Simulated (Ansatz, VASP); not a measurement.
## Two plane-wave programs on BaS

```
Ba S
1.0
     0.00000    3.51941    3.51941
     3.51941    0.00000    3.51941
     3.51941    3.51941    0.00000
Ba S
1 1
Direct
  0.00000 0.00000 0.00000
  0.25000 0.25000 0.25000
```

Alike in both runs: task single point; functional PBEsol; k mesh 4 × 4 × 4; occupations fermi-dirac, width 0.05 eV; no spin polarisation.

```csv
,VASP,Ansatz
version,VASP 6.6.1,Ansatz 0.2.0
potentials or method,"VASP PAW PBE potentials, release 64 (Ba_sv, S)",plane waves
plane-wave cutoff (eV),500,420
valence electrons in the cell,16,16
```

```tsv
	VASP	Ansatz	Ansatz less VASP
gap on the k mesh at the Fermi level (eV)	2.63	2.62	-0.011
pressure (GPa)	-0.8	-1.2	-0.43
```

VASP's potentials were made for PBE, not for PBEsol. The functional is the same, so the differences come from potentials, cutoffs and numerics.

Neither program's run includes spin-orbit coupling.
